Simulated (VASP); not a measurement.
Runs of VASP 6.6.1 on Gd. The structure is that of space group Im-3m (No. 229), or close to it. The cells are those of the table. This isn't the form of Gd at room conditions, which is hcp.

```csv
task,cell,gap on the mesh (eV),pressure (GPa),moment (μB)
single point,"a = 3.536 Å, angles 109.5°, 1 atom",none,(a),7.63
single point,"a = 3.565 Å, angles 109.5°, 1 atom",none,-1.3,7.63
electric field gradients,"a = 3.448 Å, angles 109.5°, 1 atom",none,1.9,7.61
single point,"a = 3.478 Å, angles 109.5°, 1 atom",none,1.0,7.61
single point,"a = 3.448 Å, angles 109.5°, 1 atom",none,1.9,7.61
```

Alike in all rows: level PBE; potentials or basis VASP PAW PBE potentials, release 64 (Gd); spin collinear, ferromagnetic start; k mesh 14 × 14 × 14; cutoff (eV) 520; smearing fermi-dirac 0.08 eV.

**Question.** Fill in the values left out.

**Answer.** (a) -0.6.

Caveats: spin-orbit coupling is left out, which moves the levels of the heavy elements; semilocal functionals describe open f shells poorly, which spoils levels, moments and volumes.

A k mesh can miss the band edges, and the runs leave out spin-orbit coupling on Gd.

A gap of «none» marks levels without a gap at the run's occupations.
